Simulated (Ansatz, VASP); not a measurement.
## One calculation of Sn3GeP, two programs

```xyz
5
Lattice="5.0932 0.0000 0.0000 0.0000 5.0932 0.0000 0.0000 0.0000 5.0932" Properties=species:S:1:pos:R:3 pbc="T T T"
Sn    0.0000    2.5466    2.5466
Sn    2.5466    0.0000    2.5466
Sn    2.5466    2.5466    0.0000
Ge    2.5466    2.5466    2.5466
P     0.0000    0.0000    0.0000
```

Alike in both runs: task relaxation of cell and atoms; functional PBE; k mesh 3 × 3 × 3; occupations gaussian, width 0.2 eV; no spin polarisation.

|  | VASP | Ansatz |
| --- | --- | --- |
| version | VASP 6.6.1 | Ansatz 0.2.0 |
| potentials or method | VASP PAW PBE potentials, release 64 (Sn_d, Ge_d, P), cutoff 600 eV | scalar-relativistic, plane waves, PAW |
| valence electrons in the cell | 61 | 61 |

```csv
,VASP,Ansatz,Ansatz less VASP
"gap on the k mesh at the Fermi level, each at its own relaxed structure (eV)",none,none,-
relaxed volume (Å³/atom),31.06,30.40,-0.655
relaxed length of the cell vector where the two differ most in proportion (Å),5.375,5.337,-0.0381
```

A gap of «none» marks a metal or a gap that the smearing closes.

The k mesh is coarse, so the values compare programs but aren't converged. Noted on VASP's run: the volume moved by over 15 % at a fixed basis, so the end points are rough.
